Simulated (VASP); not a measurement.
# Na (Fd-3m) in VASP: a series of runs

Na is run at these levels: r2SCAN; tasks: single point.

Program: VASP 6.6.1. These are calculated values, not measurements. Logs are shortened: lines on timing, memory, paths and dates and some standing lists are left out, and cuts for length are marked.

## 1. The cell of the first run

Symmetry: Fd-3m, No. 227, cubic system. The conventional cell has a = 7.312 Å, b = 7.312 Å, c = 7.312 Å, α = 90.00°, β = 90.00°, γ = 90.00°. Na (site symmetry -43m) has 4 Na at 3.17 Å within 4.2 Å.

This isn't the form of Na at room conditions, which is bcc.

## 2. Single point, r2SCAN (48.86 Å³/atom)

The input, POSCAR:

```
Na
1.0
    0.0000000000      3.6557966462      3.6557966462
    3.6557966462      0.0000000000      3.6557966462
    3.6557966462      3.6557966462      0.0000000000
Na
2
Direct
    0.1250000000      0.1250000000      0.1250000000
    0.8750000000      0.8750000000      0.8750000000
```

The input, INCAR.step1:

```
  PREC = Accurate
  ENCUT = 520
  ISMEAR = -1
  SIGMA = 0.1
  LREAL = False
  LASPH = True
  NELM = 80
  NBANDS = 14
  GGA = PE
  ALGO = Normal
  EDIFF = 1E-4
  LWAVE = True
  LCHARG = False
```

The input, INCAR.step2:

```
  PREC = Accurate
  ENCUT = 520
  EDIFF = 1E-6
  ISMEAR = -1
  SIGMA = 0.1
  LREAL = False
  LASPH = True
  NELM = 80
  ALGO = Normal
  ISIF = 2
  LWAVE = False
  LCHARG = True
  METAGGA = R2SCAN
  LMIXTAU = True
  LELF = True
  LVHAR = True
  NBANDS = 14
  ISTART = 1
```

The input, KPOINTS:

```
regular mesh
0
Gamma
  8 8 8
```

Potentials or basis: VASP PAW PBE potentials, release 64 (Na_pv).

Run with:

```console
> cat potpaw_PBE.64/Na_pv/POTCAR > POTCAR
> cp INCAR.step1 INCAR
> mpirun -np 1 vasp_std > vasp.out
> cp INCAR.step2 INCAR
> mpirun -np 1 vasp_std > vasp.out
```

OUTCAR:

```text
PREC = Accurate
   ENCUT = 520
   EDIFF = 1E-6
   ISMEAR = -1
   LREAL = False
   LASPH = True
   NELM = 80
   ISIF = 2
   METAGGA = R2SCAN
   ISTART = 1

 ion  position               nearest neighbor table
   1  0.125  0.125  0.125-
   2  0.875  0.875  0.875-

  LATTYP: Found a face centered cubic cell.
 ALAT       =     7.3115932924

  Lattice vectors:

 A1 = (   0.0000000000,   3.6557966462,   3.6557966462)
 A2 = (   3.6557966462,   0.0000000000,   3.6557966462)
 A3 = (   3.6557966462,   3.6557966462,   0.0000000000)

Analysis of symmetry for initial positions (statically):
=====================================================================
 Subroutine PRICEL returns:
 Original cell was already a primitive cell.

 Routine SETGRP: Setting up the symmetry group for a
 face centered cubic supercell.

 Subroutine GETGRP returns: Found 48 space group operations
 (whereof 12 operations were pure point group operations)
 out of a pool of 48 trial point group operations.

The static configuration has the point symmetry D_3d.
 The point group associated with its full space group is O_h .

Analysis of symmetry for dynamics (positions and initial velocities):
=====================================================================
 Subroutine PRICEL returns:
 Original cell was already a primitive cell.

 Routine SETGRP: Setting up the symmetry group for a
 face centered cubic supercell.

 Subroutine GETGRP returns: Found 48 space group operations
 (whereof 12 operations were pure point group operations)
 out of a pool of 48 trial point group operations.

The dynamic configuration has the point symmetry D_3d.
 The point group associated with its full space group is O_h .

 Subroutine INISYM returns: Found 48 space group operations
 (whereof 12 operations are pure point group operations),
 and found     1 'primitive' translations

----------------------------------------------------------------------------------------

                                     Primitive cell

  volume of cell :      97.7183

  direct lattice vectors                    reciprocal lattice vectors
     0.000000000  3.655796646  3.655796646    -0.136769095  0.136769095  0.136769095
     3.655796646  0.000000000  3.655796646     0.136769095 -0.136769095  0.136769095
     3.655796646  3.655796646  0.000000000     0.136769095  0.136769095 -0.136769095

  length of vectors
     5.170077198  5.170077198  5.170077198     0.236891022  0.236891022  0.236891022

  position of ions in fractional coordinates (direct lattice)
     0.125000000  0.125000000  0.125000000
     0.875000000  0.875000000  0.875000000

  ion indices of the primitive-cell ions
   primitive index   ion index
                 1           1
                 2           2

----------------------------------------------------------------------------------------

 KPOINTS: regular mesh

Automatic generation of k-mesh.
 Grid dimensions read from file:
 generate k-points for:    8    8    8

 Generating k-lattice:

  Cartesian coordinates                     Fractional coordinates (reciprocal lattice)
    -0.017096137  0.017096137  0.017096137     0.125000000  0.000000000  0.000000000
     0.017096137 -0.017096137  0.017096137     0.000000000  0.125000000  0.000000000
     0.017096137  0.017096137 -0.017096137     0.000000000  0.000000000  0.125000000

  Length of vectors
     0.029611378  0.029611378  0.029611378

  Shift w.r.t. Gamma in fractional coordinates (k-lattice)
     0.000000000  0.000000000  0.000000000

 Subroutine IBZKPT returns following result:
 ===========================================

 Found     29 irreducible k-points:

 Following reciprocal coordinates:
            Coordinates               Weight
  0.000000  0.000000  0.000000      1.000000
  0.125000  0.000000  0.000000      8.000000
  0.250000  0.000000  0.000000      8.000000
  0.375000  0.000000  0.000000      8.000000
  0.500000  0.000000  0.000000      4.000000
  0.125000  0.125000  0.000000      6.000000
[... 16 lines left out ...]
  0.500000  0.250000  0.125000     48.000000
 -0.375000  0.250000  0.125000     24.000000
 [... further k-points ...]
   k-points           NKPTS =     29   k-points in BZ     NKDIM =     29   number of bands    NBANDS=     14
   number of dos      NEDOS =    301   number of ions     NIONS =      2
   total plane-waves  NPLWV =  64000
   dimension x,y,z NGX =    40 NGY =   40 NGZ =   40
   dimension x,y,z NGXF=    80 NGYF=   80 NGZF=   80
   ions per type =               2
   NGX,Y,Z   is equivalent  to a cutoff of  12.86, 12.86, 12.86 a.u.
   NGXF,Y,Z  is equivalent  to a cutoff of  25.72, 25.72, 25.72 a.u.
 SYSTEM =  unknown system
   PREC   = accura    normal or accurate (medium, high low for compatibility)
   ISTART =      1    job   : 0-new  1-cont  2-samecut
   ICHARG =      0    charge: 1-file 2-atom 10-const
   ISPIN  =      1    spin polarized calculation?
   LNONCOLLINEAR =      F non collinear calculations
   LSORBIT =      F    spin-orbit coupling
   LASPH  =      T    aspherical Exc in radial PAW
   ENCUT  =  520.0 eV  38.22 Ry    6.18 a.u.   9.61  9.61  9.61*2*pi/ulx,y,z
   NELM   =     80;   NELMIN=  2; NELMDL=  0     # of ELM steps
   EDIFF  = 0.1E-05   stopping-criterion for ELM
   LREAL  =      F    real-space projection
[... 7 lines left out ...]
   TEBEG  =    0.0;   TEEND  =   0.0 temperature during run
   PSTRESS=    0.0 pullay stress
   NELECT =      14.0000    total number of electrons
   NUPDOWN=      -1.0000    fix difference up-down
   EMIN   =  10.00;   EMAX   =-10.00  energy-range for DOS
   EFERMI =   0.00;   METHOD = LEGACY
   ISMEAR =    -1;   SIGMA  =   0.10  broadening in eV -4-tet -1-fermi 0-gaus
   EFERMI_NEDOS =   21; number of points for ismear=-14 and -15
   IALGO  =     38    algorithm
   IMIX   =      4    mixing-type and parameters
     AMIX     =   0.40;   BMIX     =  1.00
     AMIX_MAG =   1.60;   BMIX_MAG =  1.00
  volume/ion in A,a.u.               =      48.86       329.72
  Fermi-wavevector in a.u.,A,eV,Ry     =   0.856628  1.618792  9.984107  0.733811
  Thomas-Fermi vector in A             =   1.973558
   LORBIT       =      0    0 simple, 1 ext, 2 COOP (PROOUT), +10 PAW based schemes
   METAGGA = R2SCAN    functional components
   LHFCALC =     F    Hartree Fock is set to
   AEXX    =    0.0000 exact exchange contribution
   IVDW    =     0    specifies the selected vdW correction
   LEPSILON=     F    determine dielectric tensor
   LRPA    =     F    only Hartree local field effects (RPA)
 non-spin polarized calculation
  energy-cutoff  :      520.00
  volume of cell :       97.72
 maximum number of plane-waves:      2685
 NGX is ok and might be reduce to    40
   NGX = 19   NGY = 19   NGZ = 19

 number of electron      14.0000001 magnetization

 Free energy of the ion-electron system (eV)
  ---------------------------------------------------
  ext. energy  EPLUGINS =         0.00000000
  ---------------------------------------------------
  free energy    TOTEN  =        -6.33550002 eV

  energy without entropy =       -6.30491672  energy(sigma->0) =       -6.32020837

 E-fermi :  -0.3612     XC(G=0):  -6.1654

 val. band max:       -0.4472062684   @ k =   0.5000   0.1250   0.0000
 cond. band min:      -0.2392394580   @ k =   0.5000   0.5000   0.0000
 fundamental gap:      0.2079668104
 Fermi energy:        -0.3612227865

 k-point     1 :       0.0000    0.0000    0.0000
  band No.  band energies     occupation
      1     -26.9804      2.00000
      2     -26.9802      2.00000
      3     -26.9802      2.00000
      4     -26.9353      2.00000
      5     -26.9350      2.00000
      6     -26.9350      2.00000
      7      -3.3223      2.00000
      8       4.9752      0.00000
      9       4.9752      0.00000
     10       4.9754      0.00000
     11       5.3255      0.00000
     12       5.3255      0.00000
     13       5.3256      0.00000
     14       7.5832      0.00000

 k-point     2 :       0.1250    0.0000    0.0000
  band No.  band energies     occupation
      1     -26.9812      2.00000
      2     -26.9810      2.00000
      3     -26.9801      2.00000
      4     -26.9354      2.00000
      5     -26.9345      2.00000
      6     -26.9343      2.00000
      7      -3.1747      2.00000
      8       3.5041      0.00000
      9       4.5666      0.00000
     10       4.5668      0.00000
     11       5.8167      0.00000
     12       5.9120      0.00000
     13       5.9121      0.00000
     14       6.9414      0.00000

 k-point     3 :       0.2500    0.0000    0.0000
  band No.  band energies     occupation
      1     -26.9831      2.00000
      2     -26.9829      2.00000
      3     -26.9800      2.00000
      4     -26.9361      2.00000
      5     -26.9327      2.00000
      6     -26.9325      2.00000
      7      -2.7338      2.00000
      8       1.8059      0.00000
      9       4.2584      0.00000
     10       4.2585      0.00000
     11       5.7552      0.00000
     12       5.7597      0.00000
     13       5.7597      0.00000
     14       7.2457      0.00000

 k-point     4 :       0.3750    0.0000    0.0000
  band No.  band energies     occupation
      1     -26.9848      2.00000
      2     -26.9846      2.00000
      3     -26.9799      2.00000
      4     -26.9368      2.00000
      5     -26.9311      2.00000
      6     -26.9308      2.00000
      7      -2.0071      2.00000
      8       0.2922      0.00290
      9       4.1692      0.00000
     10       4.1694      0.00000
     11       5.1273      0.00000
     12       5.1273      0.00000
     13       5.7576      0.00000
     14       6.6502      0.00000

 k-point     5 :       0.5000    0.0000    0.0000
  band No.  band energies     occupation
      1     -26.9855      2.00000
      2     -26.9853      2.00000
      3     -26.9798      2.00000
      4     -26.9371      2.00000
      5     -26.9304      2.00000
      6     -26.9302      2.00000
      7      -1.1202      1.99899
      8      -0.8604      1.98651
      9       4.1951      0.00000
     10       4.1953      0.00000
     11       4.8491      0.00000
[... 276 lines left out ...]
 k-point    22 :       0.3750    0.2500    0.1250
  band No.  band energies     occupation
      1     -26.9871      2.00000
      2     -26.9851      2.00000
      3     -26.9747      2.00000
      4     -26.9416      2.00000
      5     -26.9305      2.00000
      6     -26.9288      2.00000
      7      -2.3441      2.00000
      8       2.1370      0.00000
      9       2.1725      0.00000
     10       3.5761      0.00000
     11       5.1351      0.00000
     12       5.1656      0.00000
     13       6.5549      0.00000
     14       7.8068      0.00000

 k-point    23 :       0.5000    0.2500    0.1250
  band No.  band energies     occupation
      1     -26.9894      2.00000
      2     -26.9866      2.00000
      3     -26.9721      2.00000
      4     -26.9444      2.00000
      5     -26.9291      2.00000
      6     -26.9269      2.00000
      7      -1.6212      1.99999
      8       0.6619      0.00007
      9       2.1041      0.00000
     10       2.8510      0.00000
     11       5.0793      0.00000
     12       5.8303      0.00000
     13       6.5315      0.00000
     14       7.9826      0.00000

 k-point    24 :      -0.3750    0.2500    0.1250
  band No.  band energies     occupation
      1     -26.9902      2.00000
      2     -26.9873      2.00000
      3     -26.9708      2.00000
      4     -26.9457      2.00000
      5     -26.9284      2.00000
      6     -26.9262      2.00000
      7      -0.7344      1.95323
      8      -0.4874      1.55860
      9       2.2402      0.00000
     10       2.4501      0.00000
     11       5.1575      0.00000
     12       5.5290      0.00000
     13       7.5788      0.00000
     14       8.2937      0.00000

 [... further k-points ...]

------------------------ aborting loop because EDIFF is reached ----------------------------------------

  FORCE on cell =-STRESS in cart. coord.  units (eV):
  Direction    XX          YY          ZZ          XY          YZ          ZX
  --------------------------------------------------------------------------------------
  -------------------------------------------------------------------------------------
  Total        0.1988523      0.1988523      0.1988523      0.0000000      0.0000000      0.0000000
  in kB        3.2603573      3.2603573      3.2603573      0.0000000      0.0000000      0.0000000
  external PRESSURE =       3.2603573 kB  Pullay stress =       0.0000000 kB

 VOLUME and BASIS-vectors are now :
 -----------------------------------------------------------------------------
  energy-cutoff  :      520.00
  volume of cell :       97.72
      direct lattice vectors                 reciprocal lattice vectors
     0.000000000  3.655796646  3.655796646    -0.136769095  0.136769095  0.136769095
     3.655796646  0.000000000  3.655796646     0.136769095 -0.136769095  0.136769095
     3.655796646  3.655796646  0.000000000     0.136769095  0.136769095 -0.136769095

 POSITION                                       TOTAL-FORCE (eV/Angst)
 -----------------------------------------------------------------------------------
      0.91395      0.91395      0.91395         0.000000     -0.000000     -0.000000
      6.39764      6.39764      6.39764        -0.000000      0.000000      0.000000
 -----------------------------------------------------------------------------------
    total drift:                                0.000000      0.000000     -0.000000

  FREE ENERGIE OF THE ION-ELECTRON SYSTEM (eV)
  ---------------------------------------------------
  free  energy   TOTEN  =        -6.3355000210 eV

  energy  without entropy=       -6.3049167184  energy(sigma->0) =       -6.32020837
```

Run time: 7.3 min. Hardware: 1 thread of Intel Xeon 8259CL, shared host; peak memory 0.26 GiB.

What came out:

```
Free energy            : -6.3355 eV
Pressure               : 0.3 GPa
Band gap on the k mesh : zero (bands 7 and 8 overlap by 1.22 eV)
```

Levels at points of the mesh, in eV from the Fermi level:
```tsv
k point	band 3	band 4	band 5	band 6	band 7	band 8	band 9	band 10	band 11	band 12
(0.00, 0.00, 0.00)	-26.62	-26.57	-26.57	-26.57	-2.96	5.34	5.34	5.34	5.69	5.69
(0.50, 0.00, 0.00)	-26.62	-26.58	-26.57	-26.57	-0.76	-0.50	4.56	4.56	5.21	5.21
(0.50, 0.50, 0.00)	-26.60	-26.60	-26.56	-26.56	0.12	0.12	2.76	2.76	3.55	3.55
```

Caveat: the PAW data sets were made with another functional, which shifts forces and pressure a little.

## 3. Single point, r2SCAN (51.08 Å³/atom)

This run uses another cell than the first one, of 51.08 Å³/atom.

The input, POSCAR:

```
Na
1.0
    0.0000000000      3.7103688209      3.7103688209
    3.7103688209      0.0000000000      3.7103688209
    3.7103688209      3.7103688209      0.0000000000
Na
2
Direct
    0.1250000000      0.1250000000      0.1250000000
    0.8750000000      0.8750000000      0.8750000000
```

The input, INCAR.step1:

```
PREC     = Accurate       # precision mode
ENCUT    = 520            # plane-wave cutoff, eV
ISMEAR   = -1             # smearing method
SIGMA    = 0.1            # smearing width, eV
LREAL    = False          # projectors in reciprocal space
LASPH    = True           # aspherical terms in the spheres
NELM     = 60             # most SCF steps
NBANDS   = 14             # bands
GGA      = PE             # functional
ALGO     = Normal         # electronic algorithm
EDIFF    = 1E-4           # SCF threshold, eV
LWAVE    = True           # write WAVECAR
LCHARG   = False          # write CHGCAR
```

The input, INCAR.step2:

```
PREC     = Accurate       # precision mode
ENCUT    = 520            # plane-wave cutoff, eV
EDIFF    = 1E-6           # SCF threshold, eV
ISMEAR   = -1             # smearing method
SIGMA    = 0.1            # smearing width, eV
LREAL    = False          # projectors in reciprocal space
LASPH    = True           # aspherical terms in the spheres
NELM     = 60             # most SCF steps
ALGO     = Normal         # electronic algorithm
ISIF     = 2              # what is computed and relaxed
LWAVE    = False          # write WAVECAR
LCHARG   = False          # write CHGCAR
METAGGA  = R2SCAN         # meta-GGA
LMIXTAU  = True         
NBANDS   = 14             # bands
ISTART   = 1
```

The input, KPOINTS:

```
Automatic mesh
0
Gamma
  8 8 8
```

Potentials or basis: VASP PAW PBE potentials, release 64 (Na_pv).

Run with:

```console
> cat potpaw_PBE.64/Na_pv/POTCAR > POTCAR
> cp INCAR.step1 INCAR
> mpirun -np 1 vasp_std > vasp.out
> cp INCAR.step2 INCAR
> mpirun -np 1 vasp_std > vasp.out
```

Wall time 7.1 min (1 thread of Intel Xeon 8259CL, shared host); peak memory 0.26 GiB.

It converged, with:

```yaml
Free_energy: -6.3426 eV
Pressure: 0.2 GPa
Band_gap_on_the_k_mesh: zero (bands 7 and 8 overlap by 1.10 eV)
```

Levels at points of the mesh, in eV from the Fermi level:
| k point | band 5 | band 6 | band 7 | band 8 | band 9 | band 10 |
| --- | --- | --- | --- | --- | --- | --- |
| (0.00, 0.00, 0.00) | -26.56 | -26.56 | -2.88 | 5.16 | 5.16 | 5.16 |
| (0.50, 0.00, 0.00) | -26.56 | -26.56 | -0.78 | -0.45 | 4.38 | 4.38 |
| (0.50, 0.50, 0.00) | -26.56 | -26.56 | 0.11 | 0.11 | 2.66 | 2.66 |

Caveat: the PAW data sets were made with another functional, which shifts forces and pressure a little.

(Continued in part 2 of 2.)

The gap in the log of VASP goes by the Fermi energy; the results here count the filled bands.